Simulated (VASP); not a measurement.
Input of a VASP 6.6.1 run:

Contents of INCAR:

```
PREC     = Accurate       # precision mode
ENCUT    = 520            # plane-wave cutoff, eV
EDIFF    = 1E-6           # SCF threshold, eV
ISMEAR   = 0              # smearing method
SIGMA    = 0.1            # smearing width, eV
LREAL    = False          # projectors in reciprocal space
LASPH    = True           # aspherical terms in the spheres
NELM     = 60             # most SCF steps
ALGO     = Normal         # electronic algorithm
ISIF     = 2              # what is computed and relaxed
LWAVE    = False          # write WAVECAR
LCHARG   = False          # write CHGCAR
GGA      = PS             # functional
NBANDS   = 19             # bands
```

Contents of KPOINTS:

```
Automatic mesh
0
Gamma
  18 18 10
```

File POSCAR:

```
Ti
1.0
    2.8084050453      0.0000000000      0.0000000000
   -1.4042025227      2.4321501134      0.0000000000
    0.0000000000      0.0000000000      4.4561546085
Ti
2
Direct
    0.3333333333      0.6666666667      0.2500000000
    0.6666666667      0.3333333333      0.7500000000
```

Potentials or basis: VASP PAW PBE potentials, release 64 (Ti_sv).

Run with:

```sh
$ cat potpaw_PBE.64/Ti_sv/POTCAR > POTCAR
$ mpirun -np 1 vasp_std > vasp.out
```

Task: What does it give for the pressure?

Result: 12.9 GPa.

Task: What does it give for the band gap on the k mesh?

Result: Zero (band 12 reaches 10.58 eV, above the bottom of band 13 at 9.37 eV).

Caveat: the PAW data sets were made with another functional, which shifts forces and pressure a little.
